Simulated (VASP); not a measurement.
# Hf2Ti7Si2Sn5 in VASP: a series of runs, part 3 of 3

VASP 6.6.1.

## Step 7: Single point, PBE

File INCAR:

```
ALGO     = Normal         # electronic algorithm
EDIFF    = 1E-6           # SCF threshold, eV
ENCUT    = 400            # plane-wave cutoff, eV
GGA      = PE             # functional
GGA_COMPAT= False        
ISIF     = 2              # what is computed and relaxed
ISMEAR   = -1             # smearing method
ISYM     = -1           
LASPH    = True           # aspherical terms in the spheres
LCHARG   = False          # write CHGCAR
LREAL    = Auto         
LWAVE    = False          # write WAVECAR
NBANDS   = 105            # bands
NELM     = 120            # most SCF steps
PREC     = Accurate       # precision mode
SIGMA    = 0.05           # smearing width, eV
```

File KPOINTS:

```
explicit points
1
Reciprocal
  0.25000000   0.25000000   0.25000000 1
```

File POSCAR:

```
Hf2Ti7Si2Sn5
1.0
    6.9502750000     -0.0960840000      0.1117440000
   -0.0960840000      7.2928480000     -0.0979470000
    0.1117440000     -0.0979470000      7.1420180000
Ti Sn Hf Si
7 5 2 2
Direct
    0.4718516965      0.1297538419      0.1371726315
    0.2942780302      0.4924161243      0.7929649404
    0.0538693278      0.2126109880      0.6257326759
    0.7649727748      0.9617128761      0.3515899531
    0.7882847124      0.3801732546      0.8935874627
    0.2410975689      0.4491440745      0.3104520470
    0.2596286869      0.8837132142      0.3950093811
    0.4993616404      0.1932832308      0.5939799991
    0.8074986573      0.3642819003      0.3092777405
    1.0158323222      0.6730052737      0.0578469111
    0.5745392510      0.6891815044      0.5561061239
    0.5024515103      0.7231435526      0.0673982899
    0.9842324857      0.6535158788      0.6030299622
    0.7819763155      0.9828723529      0.8435609147
    0.2026573671      0.9198699821      0.7698431676
    0.1205159563      0.2139334309     -0.0000577984
```

Potentials or basis: VASP PAW PBE potentials, release 64 (Ti_sv, Sn_d, Hf_pv, Si).

Run with:

```console
$ cat potpaw_PBE.64/Ti_sv/POTCAR potpaw_PBE.64/Sn_d/POTCAR potpaw_PBE.64/Hf_pv/POTCAR potpaw_PBE.64/Si/POTCAR > POTCAR
$ mpirun -np 1 vasp_std > vasp.out
```

OUTCAR:

```text
EDIFF = 1E-6
   ENCUT = 400
   GGA = PE
   ISIF = 2
   ISMEAR = -1
   ISYM = -1
   LASPH = True
   LREAL = Auto
   NELM = 120
   PREC = Accurate

 ion  position               nearest neighbor table
   1  0.472  0.130  0.137-  16 2.75   4 2.90  12 3.01   9 3.12  14 3.15   8 3.29
   2  0.294  0.492  0.793-  16 2.77   3 2.86  13 2.88  11 2.91  12 2.94   8 2.95  10 2.97
   3  0.054  0.213  0.626-  15 2.65  16 2.73   2 2.86   5 2.89  14 2.93   8 3.10   9 3.12  13 3.27

   4  0.765  0.962  0.352-  11 2.78   1 2.90   9 2.97   8 3.01  12 3.22  13 3.34
   5  0.788  0.380  0.894-  16 2.77  10 2.87   3 2.89  14 2.91   9 2.98  13 3.17   8 3.23
   6  0.241  0.449  0.310-  16 2.90  10 2.98   9 3.06  13 3.08  12 3.18
   7  0.260  0.884  0.395-  15 2.70  13 2.91  11 2.92  12 3.07   8 3.11  10 3.31
   8  0.499  0.193  0.594-   2 2.95   4 3.01  15 3.09   3 3.10   7 3.11  14 3.15   9 3.16   5 3.23
                             1 3.29  11 3.66  11 3.73
   9  0.807  0.364  0.309-   4 2.97   5 2.98   6 3.06   1 3.12   3 3.12   8 3.16  13 3.19  10 3.21
                            16 3.24  11 3.34
  10  0.016  0.673  0.058-   5 2.87   2 2.97   6 2.98  15 3.01   9 3.21  14 3.26  13 3.26   7 3.31
                            12 3.40  12 3.60
  11  0.575  0.689  0.556-   4 2.78  13 2.90   2 2.91   7 2.92  14 3.27   9 3.34  15 3.42  12 3.56
[... 155 lines left out ...]
      5     -50.0568      2.00000
      6     -50.0241      2.00000
[... 95 lines left out ...]
    102       8.0970      0.00000
    103       8.1285      0.00000
 [bands above 103 left out]

------------------------ aborting loop because EDIFF is reached ----------------------------------------

  FORCE on cell =-STRESS in cart. coord.  units (eV):
  Direction    XX          YY          ZZ          XY          YZ          ZX
  --------------------------------------------------------------------------------------
  -------------------------------------------------------------------------------------
  Total      -17.7043286    -20.8276801    -25.0394910      0.1500838     -2.2237831     -3.9500609
  in kB      -78.4035726    -92.2353265   -110.8873201      0.6646457     -9.8480174    -17.4928341
  external PRESSURE =     -93.8420731 kB  Pullay stress =       0.0000000 kB

 VOLUME and BASIS-vectors are now :
 -----------------------------------------------------------------------------
  energy-cutoff  :      400.00
  volume of cell :      361.79
      direct lattice vectors                 reciprocal lattice vectors
     6.950275000 -0.096084000  0.111744000     0.143940800  0.001866531 -0.002226500
    -0.096084000  7.292848000 -0.097947000     0.001866531  0.137170107  0.001851973
     0.111744000 -0.097947000  7.142018000    -0.002226500  0.001851973  0.140076683

 POSITION                                       TOTAL-FORCE (eV/Angst)
 -----------------------------------------------------------------------------------
      3.28236      0.88750      1.01971         0.197301      0.274253      0.110913
      2.08661      3.48517      5.64802         0.237798     -0.016593      0.196347
      0.42390      1.48407      4.45419        -0.017621      0.105232     -0.604281
      5.26365      6.90569      2.50235         0.273707     -0.013767     -0.536973
      5.54212      2.60928      6.43287        -0.147464     -0.405497     -0.190302
      1.66723      3.22197      2.20020         0.269511      0.124279      0.211033
[... 8 lines left out ...]
      1.40616      6.61360      5.43078         0.065108     -0.182834      0.334245
      0.92880      1.45066      7.13412        -0.010419     -0.311470     -0.446829
 -----------------------------------------------------------------------------------
    total drift:                                0.006355      0.004347     -0.000250

  FREE ENERGIE OF THE ION-ELECTRON SYSTEM (eV)
  ---------------------------------------------------
  free  energy   TOTEN  =      -104.9593570827 eV

  energy  without entropy=     -104.8138090370  energy(sigma->0) =     -104.88658306
```

Run time: 82 s. Hardware: 1 thread of Intel Xeon 6975P-C (Granite Rapids), shared host; peak memory 0.32 GiB.

What came out:

```yaml
Free_energy: -104.9594 eV
Pressure: -9.4 GPa
Largest_force: 1.190 eV/Å
```

Forces on the atoms (eV/Å):
```
Ti   0.197  0.274  0.111
Ti   0.238 -0.017  0.196
Ti  -0.018  0.105 -0.604
Ti   0.274 -0.014 -0.537
Ti  -0.147 -0.405 -0.190
Ti   0.270  0.124  0.211
Ti   0.269  0.053 -0.399
Sn  -0.503  0.030  0.004
Sn  -0.075 -0.148 -0.148
Sn  -0.345  1.054  0.432
Sn  -0.268 -0.561  0.147
Sn  -0.077  0.220  0.418
Hf   0.180  0.047  0.101
Hf  -0.047 -0.269  0.370
Si   0.065 -0.183  0.334
Si  -0.010 -0.311 -0.447
```

Caveat: the atoms stand as in a frame of molecular dynamics.

## Step 8: Overview

```csv
cell,smearing,pressure (GPa),largest force (eV/Å)
"as given, atomic positions A",fermi-dirac 0.0767 eV,-6.7,2.12
"as given, atomic positions B",fermi-dirac 0.0767 eV,-7.9,2.21
"as given, atomic positions C",fermi-dirac 0.0767 eV,-7.6,2.81
"as given, atomic positions D",fermi-dirac 0.05 eV,-9.6,0.86
"as given, atomic positions E",fermi-dirac 0.05 eV,-9.7,0.97
"as given, atomic positions F",fermi-dirac 0.05 eV,-9.4,1.19
```

Alike in all rows: task single point; level PBE; potentials or basis VASP PAW PBE potentials, release 64 (Ti_sv, Sn_d, Hf_pv, Si); no spin polarisation; k mesh 1 × 1 × 1, shifted; cutoff (eV) 400.

Caveats: the atoms stand as in a frame of molecular dynamics.

Total energies depend on the potentials used, so only differences within one code and one set of settings carry meaning.
